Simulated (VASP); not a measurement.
Set up this calculation in VASP 6.6.1, as the native input.

* Task: single point
* Functional: LDA
* Potentials or basis: VASP PAW LDA potentials, release 64 (Ir)
* Cutoff: 520 eV
* k mesh: 12 × 12 × 12
* Occupations: fermi-dirac, width 0.05 eV
* Spin: no spin polarisation
* Dipole correction: no
* Further INCAR settings: ALGO = Normal; EDIFF = 1e-07; NBANDS = 10

The structure of Ir lies in POSCAR:

```
Ir
1.0
    0.0000000000      1.9048276272      1.9048276272
    1.9048276272      0.0000000000      1.9048276272
    1.9048276272      1.9048276272      0.0000000000
Ir
1
Direct
    0.0000000000      0.0000000000      0.0000000000
```

These files were run (other wordings do the same):

INCAR

```
PREC = Accurate
ENCUT = 520
EDIFF = 1E-7
ISMEAR = -1
SIGMA = 0.05
LREAL = F
LASPH = T
NELM = 60
ALGO = Normal
ISIF = 2
LWAVE = F
LCHARG = F
NBANDS = 10
```

KPOINTS

```
regular mesh
0
Gamma
  12 12 12
```

Potentials or basis: VASP PAW LDA potentials, release 64 (Ir).

Launch:

```console
$ cat potpaw_LDA.64/Ir/POTCAR > POTCAR
$ mpirun -np 1 vasp_std > vasp.out
```

Results of the run:

```yaml
Pressure: 2.6 GPa
```

Run time: 3.9 s on 1 thread of Intel(R) Xeon(R) 6975P-C (Granite Rapids), with other jobs on the host, peak memory 0.13 GiB.
